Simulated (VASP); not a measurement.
# Si15C7 in VASP: notebook, part 2 of 2

VASP 6.6.1. The steps go on from the part before.

## 4. Single point, PBE

The input, INCAR:

```
SYSTEM = Si15C7
ALGO = Normal
EDIFF = 1E-7
ENCUT = 520
GGA = PE
ISIF = 2
ISMEAR = -1
ISYM = 0
LASPH = .TRUE.
LCHARG = .FALSE.
LREAL = Auto
LWAVE = .FALSE.
NBANDS = 61
NELM = 80
PREC = Accurate
SIGMA = 0.3447
```

The input, KPOINTS:

```
Automatic mesh
0
Gamma
  1 1 1
  0.25 0.25 0.25
```

The input, POSCAR:

```
Si15C7
1.0
    7.0498510000      0.0733280000     -0.0802340000
    0.0733280000      7.4467350000      0.2804210000
   -0.0802340000      0.2804210000      6.9363850000
Si C
15 7
Direct
    0.4142142725      0.1884340801      1.1320437367
    0.2885875876      0.8114136162     -0.0072060419
    1.0464170987      0.3382280122      0.4718475102
    0.9397151006      0.3126146051      0.9020346191
    0.5899948438      0.8507687642      0.5285528728
    0.4821880689      0.5711079717      0.2109734695
    0.2586692500      0.9844065087      0.4306806515
    0.6513562582     -0.1687833596      0.9328591646
    0.1931075313      0.5003038708     -0.0423311166
    1.0056361825      0.6157565569      0.3486108606
    1.0699672898      1.0044733834      0.7930552189
   -0.0948647929      1.0022574914      1.3273410530
    0.4971340424      0.5900703742      0.6511903431
   -0.2348041566      0.2896883881      0.1966616639
    0.9310875242      0.5976781909      0.7334155126
    0.3963657821      0.3483264287      0.8079590401
    0.2406444100     -0.0220701131      0.1652276779
    0.6231782872      0.0995250424      0.8974504983
    0.4634287000      0.1749009123      0.8530350968
    0.8464951091      0.7398217673      0.0555006864
    0.0131444517      0.7532630031     -0.0257285506
    0.2334744030      0.4569305581      0.2448283452
```

Run with:

```console
> cat potpaw_PBE.64/Si/POTCAR potpaw_PBE.64/C/POTCAR > POTCAR
> mpirun -np 1 vasp_std > vasp.out
```

It took 62 s on 1 thread of AMD EPYC 7R43 (Zen 3), shared host; peak memory 0.32 GiB.

It converged, with:

| Quantity | Value |
| --- | --- |
| Free energy | -122.7031 eV |
| Pressure | -2.6 GPa |
| Largest force | 6.265 eV/Å |
| Band gap on the k mesh | 0.15 eV |

Forces in eV/Å, atoms in the order of the input:
```
Si  -0.243 -0.417  0.440
Si   0.834 -0.426 -0.562
Si   0.810 -2.506 -0.341
Si  -0.864 -1.879 -0.369
Si   0.757  1.500 -0.562
Si  -0.097 -0.611  1.192
Si  -0.469 -0.001  0.925
Si  -3.800  2.324 -2.046
Si   2.217 -1.212 -0.040
Si  -0.479  2.069 -0.807
Si   0.171  0.035 -0.614
Si   0.258 -0.288  0.632
Si  -0.291 -2.576  1.324
Si  -0.775  0.198  0.379
Si  -0.665  0.670 -1.031
C   -1.747  1.980  0.293
C    0.837  1.580  0.928
C    4.546 -4.140  1.205
C   -3.214  3.865 -1.757
C    0.916 -1.013  3.358
C    1.783  0.542 -2.564
C   -0.485  0.304  0.017
```

Stress tensor (GPa, compression positive):
```
-0.92 -0.48  3.91
-0.48 -3.83 -2.40
 3.91 -2.40 -3.03
```

Levels at points of the mesh, in eV from the valence-band top:
```
           k point  band 42  band 43  band 44  band 45  band 46  band 47
(0.25, 0.25, 0.25)    -0.39    -0.16     0.00     0.15     0.41     0.60
```

Caveat: the k points lie up to 0.91 Å⁻¹ apart.

## 5. Single point, PBE

The input, INCAR:

```
SYSTEM = Si15C7
  PREC = Accurate
  ENCUT = 520
  EDIFF = 1E-6
  ISMEAR = -1
  SIGMA = 0.2482
  LREAL = Auto
  LASPH = .TRUE.
  NELM = 80
  ALGO = Normal
  ISIF = 2
  LWAVE = .FALSE.
  LCHARG = .TRUE.
  GGA = PE
  LELF = .TRUE.
  LVHAR = .TRUE.
  ISYM = 0
  NBANDS = 61
```

KPOINTS is that of step 4.

The input, POSCAR:

```
Si15C7
1.0
    7.0498510000      0.0733280000     -0.0802340000
    0.0733280000      7.4467350000      0.2804210000
   -0.0802340000      0.2804210000      6.9363850000
Si C
15 7
Direct
    0.4903766224      0.1755248670      0.1420595914
    0.3669010223      0.7622805926      1.0624679066
    0.1522679720      0.3130645456      0.5877048629
    0.8431271324      0.2229445041      0.9083646801
    0.5230306009      0.8369273374      0.3792159513
    0.5181848716      0.4707481239      0.3983118563
    0.2503073765      1.0055258744      0.4785117307
    0.6708627435      0.8448658156      0.9819740231
    0.2191710301      0.4889747953      0.9732862532
   -0.1712236542      0.6195630094      0.3524947884
   -0.0137767374     -0.1015608996      0.7674900465
    0.9300696497     -0.0430654593      0.2612925418
    0.4267649783      0.5870105408      0.7013213624
    0.8128209926      0.3407533954      0.2388345618
    0.8269347404      0.5713726156      0.6998444293
    0.3367888048      0.3101275236      0.8260453597
    0.1899497561      0.9226428925      0.2233222329
    0.6176565278      0.0798783779      0.8667623667
    0.4518054978      0.1780681983      0.8255455976
    0.8873394776      0.7160373331      0.0879638155
   -0.0474324899      0.7034050691      0.9109766469
    0.3329089587      0.4555058689      0.2164779213
```

Potentials or basis: VASP PAW PBE potentials, release 64 (Si, C).

Run with:

```console
> cat potpaw_PBE.64/Si/POTCAR potpaw_PBE.64/C/POTCAR > POTCAR
> mpirun -np 1 vasp_std > vasp.out
```

OUTCAR:

```text
SYSTEM = Si15C7
   PREC = Accurate
   ENCUT = 520
   EDIFF = 1E-6
   ISMEAR = -1
   LREAL = Auto
   LASPH = .TRUE.
   NELM = 80
   ISIF = 2
   GGA = PE
   ISYM = 0

 ion  position               nearest neighbor table
   1  0.490  0.176  0.142-  19 2.21  18 2.29  22 2.44  16 2.55  14 2.70   5 2.91   6 2.94   4 3.01
                             8 3.05   7 3.12   9 3.13
   2  0.367  0.762  0.062-  17 2.11   8 2.31   9 2.42  22 2.47   5 2.54  13 2.95
   3  0.152  0.313  0.588-  16 2.08   7 2.56  13 2.98   9 3.10  15 3.12   6 3.13
   4  0.843  0.223  0.908-  18 1.96  14 2.53  11 2.85  15 2.87   1 3.01  12 3.07   8 3.10
   5  0.523  0.837  0.379-   7 2.42   2 2.54  10 2.69   6 2.72  13 2.90   1 2.91   8 2.97  12 3.13
[... 11 lines left out ...]
  13  0.427  0.587  0.701-  16 2.28   6 2.43   9 2.49  15 2.82   5 2.90   2 2.95   3 2.98
  14  0.813  0.341  0.239-  10 2.28   4 2.53   6 2.58   1 2.70  12 2.95
  15  0.827  0.571  0.700-  21 2.03  10 2.41  11 2.77  13 2.82   4 2.87   3 3.12   6 3.13   8 3.14

  16  0.337  0.310  0.826-  19 1.26   9 1.93   3 2.08  13 2.28   1 2.55
  17  0.190  0.923  0.223-  12 1.87   7 1.96   2 2.11
  18  0.618  0.080  0.867-  19 1.38   8 1.89   4 1.96   1 2.29
  19  0.452  0.178  0.826-  16 1.26  18 1.38   1 2.21
  20  0.887  0.716  0.088-  21 1.33   8 1.89  10 1.97  12 2.26
  21  0.953  0.703  0.911-  20 1.33  11 1.72  15 2.03   8 2.31   9 2.45
  22  0.333  0.456  0.216-   6 1.81   9 1.85   1 2.44   2 2.47

IMPORTANT INFORMATION: All symmetrisations will be switched off!
NOSYMM: (Re-)initialisation of all symmetry stuff for point group C_1.

----------------------------------------------------------------------------------------

                                     Primitive cell

  volume of cell :     363.5060

  direct lattice vectors                    reciprocal lattice vectors
     7.049851000  0.073328000 -0.080234000     0.141881518 -0.001461133  0.001700231
     0.073328000  7.446735000  0.280421000    -0.001461133  0.134506834 -0.005454682
    -0.080234000  0.280421000  6.936385000     0.001700231 -0.005454682  0.144407501

  length of vectors
     7.050688875  7.452373789  6.942514696     0.141899227  0.134625320  0.144520485

[... 122 lines left out ...]
   LHFCALC =     F    Hartree Fock is set to
   AEXX    =    0.0000 exact exchange contribution
   IVDW    =     0    specifies the selected vdW correction
   LEPSILON=     F    determine dielectric tensor
   LRPA    =     F    only Hartree local field effects (RPA)
 non-spin polarized calculation
  energy-cutoff  :      520.00
  volume of cell :      363.51
 maximum number of plane-waves:      9785
 NGX is ok and might be reduce to    54
   NGX = 27   NGY = 27   NGZ = 25

 number of electron      88.0000000 magnetization

 Free energy of the ion-electron system (eV)
  ---------------------------------------------------
  ext. energy  EPLUGINS =         0.00000000
  ---------------------------------------------------
  free energy    TOTEN  =      -123.75450282 eV

  energy without entropy =     -122.16741673  energy(sigma->0) =     -122.96095977

 E-fermi :   5.9115     XC(G=0):  -9.7283

 val. band max:        5.6965020060   @ k =   0.2500   0.2500   0.2500
 cond. band min:       6.1449181471   @ k =   0.2500   0.2500   0.2500
 fundamental gap:      0.4484161411
 Fermi energy:         5.9115325203

 k-point     1 :       0.2500    0.2500    0.2500
  band No.  band energies     occupation
      1     -11.0944      2.00000
      2     -10.8241      2.00000
      3      -8.2399      2.00000
      4      -7.1429      2.00000
      5      -6.5432      2.00000
      6      -5.8562      2.00000
[... 48 lines left out ...]
     55       8.1409      0.00025
     56       8.2580      0.00016
 [bands above 56 left out]

------------------------ aborting loop because EDIFF is reached ----------------------------------------

  FORCE on cell =-STRESS in cart. coord.  units (eV):
  Direction    XX          YY          ZZ          XY          YZ          ZX
  --------------------------------------------------------------------------------------
  -------------------------------------------------------------------------------------
  Total       -4.7552883     -8.5878586     -6.4339375      3.9943159     -5.4300148      6.7741687
  in kB      -20.9592548    -37.8515672    -28.3580145     17.6052174    -23.9331571     29.8576064
  external PRESSURE =     -29.0562788 kB  Pullay stress =       0.0000000 kB

 VOLUME and BASIS-vectors are now :
 -----------------------------------------------------------------------------
  energy-cutoff  :      520.00
  volume of cell :      363.51
      direct lattice vectors                 reciprocal lattice vectors
     7.049851000  0.073328000 -0.080234000     0.141881518 -0.001461133  0.001700231
     0.073328000  7.446735000  0.280421000    -0.001461133  0.134506834 -0.005454682
    -0.080234000  0.280421000  6.936385000     0.001700231 -0.005454682  0.144407501

 POSITION                                       TOTAL-FORCE (eV/Angst)
 -----------------------------------------------------------------------------------
      3.45855      1.38288      0.99526         0.218811      1.126980      1.049405
      2.63748      5.72092      0.61762        -1.701609      0.545230      1.428151
      1.04927      2.50728      4.15212         0.011451      0.264250     -0.067143
      5.88739      1.97676      6.29564         0.999766      0.040153     -0.366731
      3.71823      6.37707      2.82312         1.190292     -0.324377     -0.029711
      3.65569      3.65523      2.85328        -0.335467      0.147619      0.151106
[... 14 lines left out ...]
      6.69395      5.56338      6.43971         2.553009     -3.556907     -1.829109
      2.36299      3.47715      1.60260         0.065603     -0.541076     -1.220913
 -----------------------------------------------------------------------------------
    total drift:                                0.001959     -0.016919     -0.000778

  FREE ENERGIE OF THE ION-ELECTRON SYSTEM (eV)
  ---------------------------------------------------
  free  energy   TOTEN  =      -123.7545028154 eV

  energy  without entropy=     -122.1674167308  energy(sigma->0) =     -122.96095977
```

OSZICAR:

```text
N       E                     dE             d eps       ncg     rms          rms(c)
DAV:   1     0.293273497259E+03    0.29327E+03   -0.36176E+04   122   0.123E+03
DAV:   2    -0.970864798314E+02   -0.39036E+03   -0.37456E+03   151   0.211E+02
DAV:   3    -0.134244332676E+03   -0.37158E+02   -0.36213E+02   156   0.601E+01
DAV:   4    -0.135810206702E+03   -0.15659E+01   -0.15510E+01   164   0.135E+01
DAV:   5    -0.135847316818E+03   -0.37110E-01   -0.37047E-01   148   0.219E+00    0.209E+01
DAV:   6    -0.123813818044E+03    0.12033E+02   -0.57224E+01   172   0.277E+01    0.118E+01
DAV:   7    -0.123915107475E+03   -0.10129E+00   -0.16121E+01   140   0.135E+01    0.632E+00
DAV:   8    -0.123776175943E+03    0.13893E+00   -0.17786E+00   164   0.469E+00    0.294E+00
DAV:   9    -0.123755217928E+03    0.20958E-01   -0.38774E-01   148   0.230E+00    0.842E-01
DAV:  10    -0.123752930932E+03    0.22870E-02   -0.50761E-02   148   0.881E-01    0.372E-01
DAV:  11    -0.123754093958E+03   -0.11630E-02   -0.17203E-02   156   0.421E-01    0.250E-01
DAV:  12    -0.123754365921E+03   -0.27196E-03   -0.17480E-03   156   0.168E-01    0.125E-01
DAV:  13    -0.123754476825E+03   -0.11090E-03   -0.74521E-04   148   0.936E-02    0.412E-02
DAV:  14    -0.123754492166E+03   -0.15340E-04   -0.18767E-04   156   0.461E-02    0.165E-02
DAV:  15    -0.123754499420E+03   -0.72538E-05   -0.20020E-05   148   0.168E-02    0.642E-03
DAV:  16    -0.123754502138E+03   -0.27180E-05   -0.66258E-06   132   0.845E-03    0.288E-03
DAV:  17    -0.123754502815E+03   -0.67769E-06   -0.10500E-06    76   0.339E-03
   1 F= -.12375450E+03 E0= -.12296096E+03  d E =-.158709E+01
```

Run time: 61 s. Hardware: 1 thread of AMD EPYC 7R43 (Zen 3), shared host; peak memory 0.32 GiB.

Results:

```yaml
Free_energy: -123.7545 eV
Pressure: -2.9 GPa
Largest_force: 5.002 eV/Å
Band_gap_on_the_k_mesh: 0.45 eV
```

Forces in eV/Å, atoms in the order of the input:
```
Si   0.219  1.127  1.049
Si  -1.702  0.545  1.428
Si   0.011  0.264 -0.067
Si   1.000  0.040 -0.367
Si   1.190 -0.324 -0.030
Si  -0.335  0.148  0.151
Si  -0.829 -0.197 -0.082
Si  -0.860  0.566 -0.776
Si  -0.471 -0.575  0.426
Si   0.254  1.721 -0.160
Si   1.335  3.153 -2.697
Si   0.059  0.004 -0.452
Si   0.814  0.062 -0.918
Si  -0.255 -2.633 -0.527
Si  -0.535 -0.661  0.758
C   -3.457  2.456 -0.544
C    0.757  0.169  0.470
C   -0.091  1.050 -0.020
C    3.224 -3.267  1.391
C   -2.947  0.450  4.016
C    2.553 -3.557 -1.829
C    0.066 -0.541 -1.221
```

Stress tensor (GPa, compression positive):
```
-2.10  1.76  2.99
 1.76 -3.79 -2.39
 2.99 -2.39 -2.84
```

Caveat: the k points lie up to 0.91 Å⁻¹ apart.

## 6. Single point, PBE

The input, INCAR:

```
PREC = Accurate
ENCUT = 520
EDIFF = 1E-6
ISMEAR = -1
SIGMA = 0.2482
LREAL = Auto
LASPH = T
NELM = 60
ALGO = Normal
ISIF = 2
LWAVE = F
LCHARG = T
GGA = PE
LELF = T
LVHAR = T
NBANDS = 61
ISYM = 0
```

KPOINTS is that of step 5.

The input, POSCAR:

```
Si15C7
1.0
    7.0498510000      0.0733280000     -0.0802340000
    0.0733280000      7.4467350000      0.2804210000
   -0.0802340000      0.2804210000      6.9363850000
Si C
15 7
Direct
    0.4612609349      0.0418736469      0.3407081008
    0.4004544096      0.8037272730      1.1677173417
    0.1721702780      0.3928679232      0.6640828752
    0.7932864745      0.2091686771      0.9763861518
    0.6183603361      0.7883841458      0.3655042292
    0.4863533281      0.3696029986      0.4095738098
    0.2232111139      0.9898326840      0.5872516086
    0.6208314664      0.8519051806      0.8074985297
    0.2255370161      0.4687455843      1.1562745770
   -0.1415913718      0.5434136166      0.4945828365
   -0.0241040815     -0.1804431396      0.6940733651
    0.9533324695     -0.0349643722      0.1621506623
    0.3396936859      0.6734738174      0.8212647917
    0.7887631649      0.2902293404      0.3352908211
    0.8821168472      0.4683482526      0.8103345010
    0.2878738632      0.2873681852      0.9418448079
    0.1861558126      0.9220294225      0.3060462493
    0.5674030298      0.0789000498      0.8597776484
    0.3877147475      0.1407075245      0.9145748917
    0.9776735525      0.7815011094     -0.0282450675
    0.0483399023      0.5883898125      1.0141405998
    0.2727696744      0.4898366783      0.4401040183
```

Potentials or basis: VASP PAW PBE potentials, release 64 (Si, C).

Run with:

```console
> cat potpaw_PBE.64/Si/POTCAR potpaw_PBE.64/C/POTCAR > POTCAR
> mpirun -np 1 vasp_std > vasp.out
```

It took 67 s on 1 thread of AMD EPYC 7R43 (Zen 3), shared host; peak memory 0.32 GiB.

Results (log left out):

| Quantity | Value |
| --- | --- |
| Free energy | -124.9736 eV |
| Pressure | -2.6 GPa |
| Largest force | 6.573 eV/Å |
| Band gap on the k mesh | 0.24 eV |

Forces in eV/Å, atoms in the order of the input:
```
Si  -1.391  3.531  1.095
Si  -4.825 -1.586 -3.569
Si   0.678 -0.946  1.298
Si  -0.927 -1.368  0.654
Si   5.581 -1.705  3.024
Si   1.571 -1.199 -0.443
Si  -0.062  0.034 -1.220
Si   1.076 -1.570 -0.810
Si   1.427 -1.132  0.483
Si  -0.840  2.197 -0.618
Si  -1.524 -0.269  0.551
Si   0.201 -1.613 -0.520
Si  -0.174  0.686  0.385
Si  -0.027 -0.797 -1.007
Si   0.663  0.297  1.770
C   -0.744  0.355  0.024
C    1.051  0.871  0.377
C   -0.417  1.743  2.173
C    2.250  1.308 -0.481
C    0.818 -1.338  0.625
C   -3.306  2.857 -2.672
C   -1.080 -0.355 -1.120
```

Stress tensor (GPa, compression positive):
```
-0.91 -0.15  2.14
-0.15 -2.03 -2.39
 2.14 -2.39 -4.76
```

Levels at points of the mesh, in eV from the valence-band top:
```
           k point  band 41  band 42  band 43  band 44  band 45  band 46  band 47  band 48
(0.25, 0.25, 0.25)    -0.66    -0.44    -0.21     0.00     0.24     0.62     0.93     1.27
```

Caveat: the k points lie up to 0.91 Å⁻¹ apart.
